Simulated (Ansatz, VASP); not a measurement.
**One calculation of LiH, two programs**

```
CELL_PARAMETERS angstrom
0.00000 2.09958 2.09958
2.09958 0.00000 2.09958
2.09958 2.09958 0.00000
ATOMIC_POSITIONS crystal
Li 0.00000 0.00000 0.00000
H 0.25000 0.25000 0.25000
```

Alike in both runs: task single point; functional PBE; k mesh 8 × 8 × 8; no spin polarisation.

```csv
,VASP,Ansatz
version,VASP 6.6.1,Ansatz 0.2.0
potentials or method,"VASP PAW PBE potentials, release 64 (Li_sv, H)","plane waves, PAW"
plane-wave cutoff (eV),520,420
occupations,"gaussian, width 0.01 eV",fixed
valence electrons in the cell,4,4
```

```csv
,VASP,Ansatz,Ansatz less VASP
gap on the k mesh at the Fermi level (eV),4.30,4.29,-0.007
```

Noted on VASP's run: the cutoff is short for stress, so the pressure is rough.
